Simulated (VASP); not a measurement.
A run of VASP 6.6.1 is set up as follows.

The input INCAR:

```
SYSTEM = Zr
PREC = Accurate ; ENCUT = 520
EDIFF = 1E-6 ; ISMEAR = -1
SIGMA = 0.1 ; LREAL = .FALSE.
LASPH = .TRUE. ; NELM = 100
ALGO = Normal ; ISIF = 2
LWAVE = .FALSE. ; LCHARG = .FALSE.
GGA = RE ; NBANDS = 19
```

KPOINTS

```
regular mesh
0
G
  18 18 10
  0 0 0
```

The input POSCAR:

```
Zr
1.0
    3.3367451081      0.0000000000      0.0000000000
   -1.6683725540      2.8897060295      0.0000000000
    0.0000000000      0.0000000000      5.3341389716
Zr
2
Direct
    0.3333333333      0.6666666667      0.2500000000
    0.6666666667      0.3333333333      0.7500000000
```

Potentials or basis: VASP PAW PBE potentials, release 64 (Zr_sv).

Command:

```console
$ cat potpaw_PBE.64/Zr_sv/POTCAR > POTCAR
$ mpirun -np 1 vasp_std > vasp.out
```

Q: Estimate the band gap on the k mesh.

A: Zero (band 12 reaches 8.84 eV, above the bottom of band 13 at 7.70 eV).

Q: Predict the pressure.

A: -6.1 GPa.

Stress tensor (GPa, compression positive):
```
-6.01  0.00  0.00
 0.00 -6.01  0.00
 0.00  0.00 -6.26
```

Caveat: the PAW data sets were made with another functional, which shifts forces and pressure a little.
